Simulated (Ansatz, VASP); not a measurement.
NiCl4 in VASP and in Ansatz

```
Cl Ni
1.0
     3.96838    4.16707    0.00000
     3.96838   -4.16707    0.00000
     0.00000    0.00000   -3.56348
Cl Ni
4 1
Direct
  0.18940 0.81060 0.50000
  0.81060 0.18940 0.50000
  0.28520 0.28520 0.00000
  0.71480 0.71480 0.00000
  0.00000 0.00000 0.00000
```

Alike in both runs: task single point; functional PBEsol; k mesh 3 × 3 × 5; no spin polarisation.

```csv
,VASP,Ansatz
version,VASP 6.6.1,Ansatz 0.2.0
potentials or method,"VASP PAW PBE potentials, release 64 (Cl, Ni), cutoff 520 eV",PAW plane waves
occupations,"fermi-dirac, width 0.1 eV",fermi-dirac
valence electrons in the cell,38,46
```

```tsv
	VASP	Ansatz	Ansatz less VASP
gap on the k mesh at the Fermi level (eV)	none	none	-
pressure (GPa)	-6.4	-6.4	+0.02
rms of the force components (eV/Å)	0.453	0.460	+0.0072
```

VASP's potentials were made for PBE, not for PBEsol. A gap of «none» marks a metal or a gap that the smearing closes. VASP's potentials hold 38 valence electrons a cell and Ansatz's 46, so a difference there can come from the potentials and not from the codes.

The k mesh is coarse, so the values compare programs but aren't converged.
